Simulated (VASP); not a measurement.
Runs of VASP 6.6.1 on BaTiO3. The structure is that of space group Cmmm (No. 65), or close to it. The cells are those of the table. 

| task | cell | gap on the mesh (eV) | pressure (GPa) | largest force (eV/Å) |
| --- | --- | --- | --- | --- |
| electric field gradients | a = 3.865, b = 3.959, c = 3.959 Å, angles 88.1, 90.0, 90.0°, 5 atoms | 1.76 | 9.3 | 0.17 |
| single point | a = 3.985, b = 4.080, c = 3.958 Å, angles 89.8, 90.0, 87.6°, 5 atoms | 1.65 | (a) | 0.26 |
| single point | a = 3.985, b = 3.959, c = 4.079 Å, angles 89.8, 90.0, 92.4°, 5 atoms | 1.62 | -2.1 | 0.26 |
| single point | a = 3.865, b = 3.959, c = 3.959 Å, angles 88.1, 90.0, 90.0°, 5 atoms | 1.76 | 9.3 | 0.17 |

Alike in all rows: level PBEsol; potentials or basis VASP PAW PBE potentials, release 64 (Ba_sv, Ti_sv, O); no spin polarisation; k mesh 8 × 8 × 8; cutoff (eV) 520; smearing fermi-dirac 0.05 eV.

Task: Estimate the missing entries.

Result: (a) -2.2.

Caveats: the PAW data sets were made with another functional, which shifts forces and pressure a little; spin-orbit coupling is left out, which moves the levels of the heavy elements.

A k mesh can miss the band edges, and the runs leave out spin-orbit coupling on Ba.
